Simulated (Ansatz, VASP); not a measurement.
## Au in VASP and in Ansatz

```
Au
1.0
     1.65346   -5.24510    0.00000
     1.65346    5.24510    0.00000
     0.00000    0.00000    4.37591
Au
4
Cartesian
  1.6535 4.2171 3.9821
  1.6535 -1.0280 2.5818
  1.6535 -4.2171 0.3938
  1.6535 1.0280 1.7941
```

Alike in both runs: task single point; functional PBE; k mesh 6 × 6 × 4; occupations gaussian, width 0.1 eV; no spin polarisation.

|  | VASP | Ansatz |
| --- | --- | --- |
| version | VASP 6.6.1 | Ansatz 0.2.0 |
| potentials or method | VASP PAW PBE potentials, release 64 (Au), cutoff 520 eV | scalar-relativistic, plane waves, PAW |
| valence electrons in the cell | 44 | 76 |

|  | VASP | Ansatz | Ansatz less VASP |
| --- | --- | --- | --- |
| gap on the k mesh at the Fermi level (eV) | none | none | - |
| rms of the force components (eV/Å) | 8.796 | 8.987 | +0.1909 |

Atom by atom the forces differ by 0.195 eV/Å (rms over components). A gap of «none» marks a metal or a gap that the smearing closes. VASP's potentials hold 44 valence electrons a cell and Ansatz's 76, so a difference there can come from the potentials and not from the codes.

Spin-orbit coupling is off throughout.
